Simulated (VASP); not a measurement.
# Al3Ga5N8 (P1) in VASP: single point with PBEsol+D3(BJ)

Aim: the single point of Al3Ga5N8 with PBEsol+D3(BJ).

All numbers are computed with VASP 6.6.1; they aren't measurements. Logs are shortened: lines on timing, memory, paths and dates and some standing lists are left out, and cuts for length are marked.

## 1. The cell of the first run

The typed cell holds 32 atoms: a = 6.313 Å, b = 5.467 Å, c = 10.218 Å, α = 90.00°, β = 90.00°, γ = 90.00°.

## 2. Single point, PBEsol+D3(BJ)

Contents of INCAR:

```
SYSTEM = Al3Ga5N8
PREC = Accurate
ENCUT = 520
EDIFF = 1E-6
ISMEAR = -1
SIGMA = 0.05
LREAL = Auto
LASPH = .True.
NELM = 80
ALGO = Normal
ISIF = 2
LWAVE = .False.
LCHARG = .False.
GGA = PS
IVDW = 12
NBANDS = 136
```

Contents of KPOINTS:

```
Automatic mesh
0
Gamma
  2 2 2
  0.5 0.5 0.5
```

Contents of POSCAR:

```
Al3Ga5N8
1.0
    6.3131050000      0.0000000000      0.0000000000
    0.0000000000      5.4673090000      0.0000000000
    0.0000000000      0.0000000000     10.2176480000
Ga Al N
10 6 16
Direct
    0.2362740000      0.1744870000      0.2538340000
    0.0143870000      0.6657780000      0.2530010000
    0.7711340000      0.1515670000      0.2619180000
    0.5096850000      0.6312400000      0.2547210000
    0.0076230000      0.3480950000      0.0106160000
    0.4915630000      0.3023520000      0.5104460000
    0.4875780000      0.3157450000      0.0002160000
    0.2716490000      0.8016170000      0.4988090000
    0.2404800000      0.8337180000      0.9997970000
    0.7782640000      0.8380400000      0.0080890000
    0.2316510000      0.1580260000      0.7440810000
    0.9878850000      0.6495610000      0.7520020000
    0.7783480000      0.1848350000      0.7553250000
    0.5161960000      0.6751960000      0.7429240000
    0.0003080000      0.3196490000      0.5081120000
    0.7612670000      0.8359780000      0.5043300000
    0.9982080000      0.3470420000      0.1945600000
    0.9800010000      0.3127460000      0.6665770000
    0.4980170000      0.3279590000      0.1989800000
    0.5402670000      0.3583040000      0.6934530000
    0.2514570000      0.8101730000      0.1960160000
    0.2696560000      0.8573410000      0.6960290000
    0.7864850000      0.8264070000      0.1960180000
    0.7766680000      0.8445050000      0.6930090000
    0.2487850000      0.1714480000      0.4295550000
    0.2400380000      0.1744680000      0.9267300000
    0.0045960000      0.6733850000      0.4426310000
    0.0095510000      0.6872180000      0.9225690000
    0.7380700000      0.1877330000      0.4322960000
    0.7398270000      0.1237940000      0.9510480000
    0.4988630000      0.6603140000      0.4463300000
    0.4996840000      0.6761010000      0.9399880000
```

Potentials or basis: VASP PAW PBE potentials, release 64 (Ga_d, Al, N).

Launch:

```bash
cat potpaw_PBE.64/Ga_d/POTCAR potpaw_PBE.64/Al/POTCAR potpaw_PBE.64/N/POTCAR > POTCAR
mpirun -np 1 vasp_std > vasp.out
```

OUTCAR:

```text
SYSTEM = Al3Ga5N8
   PREC = Accurate
   ENCUT = 520
   EDIFF = 1E-6
   ISMEAR = -1
   LREAL = Auto
   LASPH = .True.
   NELM = 80
   ISIF = 2
   GGA = PS
   IVDW = 12
 IVDW          = 12

 ion  position               nearest neighbor table
   1  0.236  0.174  0.254-  25 1.80  17 1.88  19 1.94  21 2.08  15 3.10
   2  0.014  0.666  0.253-  23 1.78  21 1.79  17 1.84  27 1.94
   3  0.771  0.152  0.262-  29 1.76  23 1.90  17 1.92  19 2.08  16 3.02  15 3.04
   4  0.510  0.631  0.255-  19 1.75  31 1.97  21 1.99  23 2.13
   5  0.008  0.348  0.011-  17 1.88  26 1.95  28 2.06  30 2.18  13 3.11  12 3.12
   6  0.492  0.302  0.510-  29 1.86  25 1.88  20 1.92  31 2.06  11 3.00  16 3.07  15 3.10  14 3.13

   7  0.488  0.316  0.000-  26 1.90  30 1.97  19 2.03  32 2.07
   8  0.272  0.802  0.499-  31 1.72  27 1.91  22 2.04  25 2.15  14 3.01  16 3.10
   9  0.240  0.834  1.000-  28 1.84  32 1.95  26 2.01  21 2.01  10 2.92
  10  0.778  0.838  0.008-  30 1.69  28 1.89  23 1.92  32 2.09   9 2.92  12 3.11
  11  0.232  0.158  0.744-  22 1.73  26 1.87  18 1.97  20 2.29  13 2.87  15 2.95   6 3.00  12 3.10
                            12 3.18  14 3.19  14 3.35
  12  0.988  0.650  0.752-  28 1.76  24 1.81  18 2.04  22 2.19  13 2.86  14 2.98  15 3.08  16 3.08
                            11 3.10  10 3.11   5 3.12  11 3.18  13 3.21  14 3.34
  13  0.778  0.185  0.755-  18 1.71  20 1.89  24 1.97  30 2.04  12 2.86  11 2.87  15 2.98   5 3.11
                            14 3.15  16 3.20  12 3.21  14 3.24
  14  0.516  0.675  0.743-  20 1.81  22 1.91  24 1.95  32 2.02  12 2.98   8 3.01  16 3.02   6 3.13
                            13 3.15  11 3.19  13 3.24  12 3.34  11 3.35
  15  0.000  0.320  0.508-  18 1.62  25 1.94  29 1.96  27 2.05  11 2.95  13 2.98   3 3.04  16 3.04
                            12 3.08   1 3.10   6 3.10  16 3.20
  16  0.761  0.836  0.504-  27 1.88  24 1.93  31 2.00  29 2.06  14 3.02   3 3.02  15 3.04   6 3.07
                            12 3.08   8 3.10  13 3.20  15 3.20
  17  0.998  0.347  0.195-   2 1.84   1 1.88   5 1.88   3 1.92
  18  0.980  0.313  0.667-  15 1.62  13 1.71  11 1.97  12 2.04
  19  0.498  0.328  0.199-   4 1.75   1 1.94   7 2.03   3 2.08
  20  0.540  0.358  0.693-  14 1.81  13 1.89   6 1.92  11 2.29
  21  0.251  0.810  0.196-   2 1.79   4 1.99   9 2.01   1 2.08
  22  0.270  0.857  0.696-  11 1.73  14 1.91   8 2.04  12 2.19
[... 8 lines left out ...]
  31  0.499  0.660  0.446-   8 1.72   4 1.97  16 2.00   6 2.06
  32  0.500  0.676  0.940-   9 1.95  14 2.02   7 2.07  10 2.09

  LATTYP: Found a simple orthorhombic cell.
 ALAT       =     5.4673090000
 B/A-ratio  =     1.1547006032
 C/A-ratio  =     1.8688623599

  Lattice vectors:

 A1 = (   0.0000000000,  -5.4673090000,   0.0000000000)
 A2 = (   6.3131050000,   0.0000000000,   0.0000000000)
 A3 = (   0.0000000000,   0.0000000000,  10.2176480000)

Analysis of symmetry for initial positions (statically):
=====================================================================
 Subroutine PRICEL returns:
 Original cell was already a primitive cell.

 Routine SETGRP: Setting up the symmetry group for a
 simple orthorhombic supercell.

 Subroutine GETGRP returns: Found  1 space group operations
 (whereof  1 operations were pure point group operations)
 out of a pool of  8 trial point group operations.

The static configuration has the point symmetry C_1 .

Analysis of symmetry for dynamics (positions and initial velocities):
=====================================================================
 Subroutine PRICEL returns:
 Original cell was already a primitive cell.

 Routine SETGRP: Setting up the symmetry group for a
 simple orthorhombic supercell.

 Subroutine GETGRP returns: Found  1 space group operations
 (whereof  1 operations were pure point group operations)
 out of a pool of  8 trial point group operations.

The dynamic configuration has the point symmetry C_1 .

 Subroutine INISYM returns: Found  1 space group operations
 (whereof  1 operations are pure point group operations),
 and found     1 'primitive' translations

----------------------------------------------------------------------------------------

                                     Primitive cell

  volume of cell :     352.6692

  direct lattice vectors                    reciprocal lattice vectors
     6.313105000  0.000000000  0.000000000     0.158400660  0.000000000  0.000000000
     0.000000000  5.467309000  0.000000000     0.000000000  0.182905338  0.000000000
     0.000000000  0.000000000 10.217648000     0.000000000  0.000000000  0.097869882

[... 71 lines left out ...]

----------------------------------------------------------------------------------------

 KPOINTS: Automatic mesh

Automatic generation of k-mesh.
 Grid dimensions read from file:
 generate k-points for:    2    2    2

 Generating k-lattice:

  Cartesian coordinates                     Fractional coordinates (reciprocal lattice)
     0.079200330  0.000000000  0.000000000     0.500000000  0.000000000  0.000000000
     0.000000000  0.091452669  0.000000000     0.000000000  0.500000000  0.000000000
     0.000000000  0.000000000  0.048934941     0.000000000  0.000000000  0.500000000

  Length of vectors
     0.079200330  0.091452669  0.048934941

  Shift w.r.t. Gamma in fractional coordinates (k-lattice)
     0.500000000  0.500000000  0.500000000

 Subroutine IBZKPT returns following result:
 ===========================================

 Found      4 irreducible k-points:

 Following reciprocal coordinates:
            Coordinates               Weight
  0.250000  0.250000  0.250000      2.000000
 -0.250000  0.250000 -0.250000      2.000000
  0.250000 -0.250000 -0.250000      2.000000
 -0.250000 -0.250000  0.250000      2.000000
   k-points           NKPTS =      4   k-points in BZ     NKDIM =      4   number of bands    NBANDS=    136
   number of dos      NEDOS =    301   number of ions     NIONS =     32
   total plane-waves  NPLWV = 161280
   dimension x,y,z NGX =    48 NGY =   42 NGZ =   80
   dimension x,y,z NGXF=    96 NGYF=   84 NGZF=  160
   ions per type =              10   6  16
   NGX,Y,Z   is equivalent  to a cutoff of  12.64, 12.77, 13.02 a.u.
   NGXF,Y,Z  is equivalent  to a cutoff of  25.28, 25.54, 26.03 a.u.
 SYSTEM =  Al3Ga5N8
   PREC   = accura    normal or accurate (medium, high low for compatibility)
   ISTART =      0    job   : 0-new  1-cont  2-samecut
   ICHARG =      2    charge: 1-file 2-atom 10-const
   ISPIN  =      1    spin polarized calculation?
   LNONCOLLINEAR =      F non collinear calculations
   LSORBIT =      F    spin-orbit coupling
   LASPH  =      T    aspherical Exc in radial PAW
   ENCUT  =  520.0 eV  38.22 Ry    6.18 a.u.  11.74 10.17 19.00*2*pi/ulx,y,z
   NELM   =     80;   NELMIN=  2; NELMDL= -5     # of ELM steps
   EDIFF  = 0.1E-05   stopping-criterion for ELM
   LREAL  =      T    real-space projection
   EDIFFG = 0.1E-04   stopping-criterion for IOM
   NSW    =      0    number of steps for IOM
   IBRION =     -1    ionic relax: 0-MD 1-quasi-New 2-CG
   NFREE  =      0    steps in history (QN), initial steepest desc. (CG)
   ISIF   =      2    stress and relaxation
   ISYM   =      2    0-nonsym 1-usesym 2-fastsym
   POTIM  = 0.5000    time-step for ionic-motion
   TEBEG  =    0.0;   TEEND  =   0.0 temperature during run
   PSTRESS=    0.0 pullay stress
   NELECT =     228.0000    total number of electrons
   NUPDOWN=      -1.0000    fix difference up-down
   EMIN   =  10.00;   EMAX   =-10.00  energy-range for DOS
   EFERMI =   0.00;   METHOD = LEGACY
   ISMEAR =    -1;   SIGMA  =   0.05  broadening in eV -4-tet -1-fermi 0-gaus
   EFERMI_NEDOS =   21; number of points for ismear=-14 and -15
   IALGO  =     38    algorithm
   IMIX   =      4    mixing-type and parameters
     AMIX     =   0.40;   BMIX     =  1.00
     AMIX_MAG =   1.60;   BMIX_MAG =  1.00
  volume/ion in A,a.u.               =      11.02        74.37
  Fermi-wavevector in a.u.,A,eV,Ry     =   1.415568  2.675035 27.263782  2.003831
  Thomas-Fermi vector in A             =   2.536993
   LORBIT       =      0    0 simple, 1 ext, 2 COOP (PROOUT), +10 PAW based schemes
   GGA     = PS    functional components
   LHFCALC =     F    Hartree Fock is set to
   AEXX    =    0.0000 exact exchange contribution
   IVDW    =    12    specifies the selected vdW correction
   LEPSILON=     F    determine dielectric tensor
   LRPA    =     F    only Hartree local field effects (RPA)
 non-spin polarized calculation
  energy-cutoff  :      520.00
  volume of cell :      352.67
 maximum number of plane-waves:      9483
 NGX is ok and might be reduce to    48
   NGX = 23   NGY = 21   NGZ = 37

 number of electron     227.9999985 magnetization

 Free energy of the ion-electron system (eV)
  ---------------------------------------------------
  ext. energy  EPLUGINS =         0.00000000
  ---------------------------------------------------
  free energy    TOTEN  =      -217.18951433 eV

  energy without entropy =     -217.18951433  energy(sigma->0) =     -217.18951433

 E-fermi :   6.7746     XC(G=0): -11.6373

 val. band max:        5.5618889671   @ k =  -0.2500   0.2500  -0.2500
 cond. band min:       9.2187527590   @ k =   0.2500  -0.2500  -0.2500
 fundamental gap:      3.6568637918
 Fermi energy:         6.7745643516

 k-point     1 :       0.2500    0.2500    0.2500
  band No.  band energies     occupation
      1     -10.3361      2.00000
      2      -9.9728      2.00000
      3      -9.7958      2.00000
      4      -9.5589      2.00000
      5      -9.4471      2.00000
      6      -9.3692      2.00000
[... 505 lines left out ...]
    125      11.3514      0.00000
    126      11.6585      0.00000
 [bands above 126 left out]

------------------------ aborting loop because EDIFF is reached ----------------------------------------

 Edisp (eV)   -7.14527

 E8    (eV) :    -4.4810

  FORCE on cell =-STRESS in cart. coord.  units (eV):
  Direction    XX          YY          ZZ          XY          YZ          ZX
  --------------------------------------------------------------------------------------
  -------------------------------------------------------------------------------------
  Total       4.74882     5.92659    14.25750    -5.79507     2.13613    -4.63058
  in kB      21.57392    26.92453    64.77188   -26.32702     9.70443   -21.03676
  external pressure =       37.76 kB  Pullay stress =        0.00 kB

 VOLUME and BASIS-vectors are now :
 -----------------------------------------------------------------------------
  energy-cutoff  :      520.00
  volume of cell :      352.67
      direct lattice vectors                 reciprocal lattice vectors
     6.313105000  0.000000000  0.000000000     0.158400660  0.000000000  0.000000000
     0.000000000  5.467309000  0.000000000     0.000000000  0.182905338  0.000000000
     0.000000000  0.000000000 10.217648000     0.000000000  0.000000000  0.097869882

 POSITION                                       TOTAL-FORCE (eV/Angst)
 -----------------------------------------------------------------------------------
      1.49162      0.95397      2.59359         1.849991     -1.529900     -1.456620
      0.09083      3.64001      2.58508        -0.047166     -0.626279      2.317144
      4.86825      0.82866      2.67619        -1.810581      0.343735     -2.884348
      3.21769      3.45118      2.60265         0.376595      3.773934      0.458894
      0.04812      1.90314      0.10847        -1.035348     -0.610505     -1.471889
      3.10329      1.65305      5.21556         0.499613      1.845573     -0.433450
[... 24 lines left out ...]
      3.14937      3.61014      4.56044         4.312021     -1.246110     -0.886166
      3.15456      3.69645      9.60447         0.829985     -1.105728     -0.329915
 -----------------------------------------------------------------------------------
    total drift:                               -0.005968      0.003684      0.015665

  FREE ENERGIE OF THE ION-ELECTRON SYSTEM (eV)
  ---------------------------------------------------
  free  energy   TOTEN  =      -224.3347836773 eV

  energy  without entropy=     -224.3347836772  energy(sigma->0) =     -224.33478368
```

It took 4.5 min on 1 thread of Intel Xeon 6975P-C (Granite Rapids), shared host; peak memory 0.45 GiB.

What came out:

```yaml
Free_energy: -224.3348 eV
Pressure: 3.8 GPa
Largest_force: 8.223 eV/Å
Band_gap_on_the_k_mesh: 3.66 eV, indirect (the least direct gap lies 0.4 meV higher)
Dispersion_energy_per_atom: -0.223 eV
```

Forces in eV/Å, atoms in the order of the input:
```
Ga   1.850 -1.530 -1.457
Ga  -0.047 -0.626  2.317
Ga  -1.811  0.344 -2.884
Ga   0.377  3.774  0.459
Ga  -1.035 -0.611 -1.472
Ga   0.500  1.846 -0.433
Ga   1.330  1.497  0.264
Ga  -3.783  3.107  1.419
Ga   2.595  0.334  0.404
Ga  -2.023 -4.551  1.133
Al   1.486  2.120  0.572
Al   1.854  0.995 -2.577
Al  -4.142 -3.353  1.961
Al  -0.231  1.497  1.928
Al  -0.075  1.158 -7.513
Al  -0.439 -0.039 -0.323
N   -0.105 -1.330 -0.821
N    3.800  2.375  6.886
N    0.434 -3.091 -2.226
N   -2.143 -1.855  0.170
N    2.086  2.349 -1.546
N   -0.419 -3.615 -1.534
N   -3.179  0.452 -0.583
N   -1.595  0.385 -0.874
N   -1.221 -0.693  3.586
N   -0.789 -0.251  0.897
N   -0.361 -1.264  0.960
N   -0.766 -2.614  2.131
N    2.059 -2.021  3.535
N    0.653  7.562 -3.164
N    4.312 -1.246 -0.886
N    0.830 -1.106 -0.330
```

Levels at points of the mesh, in eV from the valence-band top:
```
           k point  band 111  band 112  band 113  band 114  band 115  band 116  band 117  band 118
(0.25, 0.25, 0.25)     -0.58     -0.43     -0.17     -0.03      3.83      3.96      4.35      4.62
```

Caveat: the k points lie up to 0.57 Å⁻¹ apart; the PAW data sets were made with another functional, which shifts forces and pressure a little. A k mesh can miss the band edges.
